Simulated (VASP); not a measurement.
Set up this calculation in VASP 6.6.1, as the native input.

```yaml
Task: single point
Functional: PBE
Potentials_or_basis: VASP PAW PBE potentials, release 64 (Sb)
Cutoff: 520 eV
k_mesh: 7 × 7 × 9
Occupations: fermi-dirac, width 0.1 eV
Spin: no spin polarisation
Dipole_correction: no
Further_INCAR_settings: ALGO = Normal; EDIFF = 1e-06; NBANDS = 14
```

The structure of Sb lies in POSCAR:

```
Sb
1.0
    4.3177455487      0.0000000000      0.0000000000
   -2.1588727744      3.7392773323      0.0000000000
    0.0000000000      0.0000000000      2.5664395529
Sb
3
Direct
    0.0000000000      0.0000000000      0.0000000000
    0.3333333333      0.6666666667      0.5000000000
    0.6666666667      0.3333333333      0.5000000000
```

This cell differs from its parent crystal: volume scaled by 0.5.

The input as run:

INCAR

```
SYSTEM = Sb
PREC = Accurate ; ENCUT = 520
EDIFF = 1E-6 ; ISMEAR = -1
SIGMA = 0.1 ; LREAL = .FALSE.
LASPH = .TRUE. ; NELM = 60
ALGO = Normal ; ISIF = 2
LWAVE = .FALSE. ; LCHARG = .TRUE.
GGA = PE ; LELF = .TRUE.
LVHAR = .TRUE. ; NBANDS = 14
```

KPOINTS

```
Automatic mesh
0
G
  7 7 9
  0 0 0
```

Potentials or basis: VASP PAW PBE potentials, release 64 (Sb).

Launch:

```sh
$ cat potpaw_PBE.64/Sb/POTCAR > POTCAR
$ mpirun -np 1 vasp_std > vasp.out
```

It gave:

| Property | Result |
| --- | --- |
| Pressure | 203.2 GPa |

Wall time 11 s on 1 thread of Intel(R) Xeon(R) 6975P-C (Granite Rapids), on a shared host, peak memory 0.15 GiB.
